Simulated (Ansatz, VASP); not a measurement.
## Two plane-wave programs on InSb

The input INCAR:

```
SYSTEM = InSb
  ALGO = Fast
  EDIFF = 1E-6
  ENCUT = 520
  GGA = PE
  ISIF = 2
  ISMEAR = -1
  LASPH = .True.
  LCHARG = .True.
  LELF = .True.
  LREAL = .False.
  LVHAR = .True.
  LWAVE = .False.
  NBANDS = 26
  NELM = 80
  PREC = Accurate
  SIGMA = 0.3
```

Contents of KPOINTS:

```
k-points
0
Gamma
  8 8 14
  0 0 0
```

The input POSCAR:

```
InSb
1.0
    5.9204200000      0.0000000000      0.0000000000
    0.0000000000      5.9380040000      0.0000000000
    0.0000000000      0.0000000000      3.2224990000
In Sb
2 2
Direct
    0.0000000000      0.0000000000      0.0088050000
    0.5000000000      0.5000000000      0.9911950000
    0.0000000000      0.5000000000      0.2769970000
    0.5000000000      0.0000000000      0.7230030000
```

Input for Ansatz:

```yaml
crystal:
  lattice:
    - [5.92042, 0.0, 0.0]
    - [0.0, 5.938004, 0.0]
    - [0.0, 0.0, 3.222499]
  atoms:
    - { symbol: In, position: [0.0, 0.0, 0.008805] }
    - { symbol: In, position: [0.5, 0.5, 0.991195] }
    - { symbol: Sb, position: [0.0, 0.5, 0.276997] }
    - { symbol: Sb, position: [0.5, 0.0, 0.723003] }
basis:
  ecutwfc: 420
kpoints:
  mp_grid: { grid: [8, 8, 14] }
hamiltonian:
  xc: pbe
scf:
  occupations: { method: fermi_dirac, width: 0.3 }
output:
  forces: true
  stress: true
  eigenvalues: true
```

Alike in both runs: task single point; functional PBE; k mesh 8 × 8 × 14; occupations fermi-dirac, width 0.3 eV; no spin polarisation.

|  | VASP | Ansatz |
| --- | --- | --- |
| version | VASP 6.6.1 | Ansatz 0.2.0 |
| potentials or method | VASP PAW PBE potentials, release 64 (In_d, Sb), cutoff 520 eV | scalar-relativistic, plane waves, PAW |
| valence electrons in the cell | 36 | 56 |

|  | VASP | Ansatz | Ansatz less VASP |
| --- | --- | --- | --- |
| gap on the k mesh at the Fermi level (eV) | none | none | - |
| pressure (GPa) | 0.4 | 0.5 | +0.06 |
| traceless stress, the component that is largest in VASP (GPa) | 0.25 | 0.26 | +0.016 |
| rms of the force components (eV/Å) | 0.018 | 0.018 | +0.0001 |

Atom by atom the forces differ by 0.000 eV/Å (rms over components). A gap of «none» marks a metal or a gap that the smearing closes. With one functional, cell and mesh, what is left measures potentials, basis and numerics. VASP's potentials hold 36 valence electrons a cell and Ansatz's 56, so a difference there can come from the potentials and not from the codes.

Neither program's run includes spin-orbit coupling.
